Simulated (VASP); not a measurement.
Nb, 1 atom in the cell. The structure is cubic, space group Im-3m (No. 229). Conventional cell: a = 3.209 Å, b = 3.209 Å, c = 3.209 Å, α = 90.00°, β = 90.00°, γ = 90.00°. Within 3.7 Å of Nb (site symmetry m-3m) lie 14 Nb at 2.78 to 3.21 Å. 

| Quantity | Value |
| --- | --- |
| Program | VASP 6.6.1 |
| Task | single point |
| Functional | PBE |
| Potentials or basis | VASP PAW PBE potentials, release 64 (Nb_sv) |
| Cutoff | 500 eV |
| k mesh | 18 × 18 × 18 |
| Occupations | methfessel-paxton, width 0.1 eV |
| Spin | no spin polarisation |
| Dipole correction | no |
| Further INCAR settings | ALGO = Normal; EDIFF = 1e-06; NBANDS = 12 |

Potentials or basis: VASP PAW PBE potentials, release 64 (Nb_sv).

Run with:

```bash
$ cat potpaw_PBE.64/Nb_sv/POTCAR > POTCAR
$ mpirun -np 1 vasp_std > vasp.out
```

Hardware: 1 thread of Intel Xeon 8259CL, on a shared host.

Task: Estimate the wall time of this run.

Result: It took 40 s on 1 thread of Intel Xeon 8259CL, on a shared host, peak memory 0.15 GiB. Counts: scf iterations 12, k points 195.
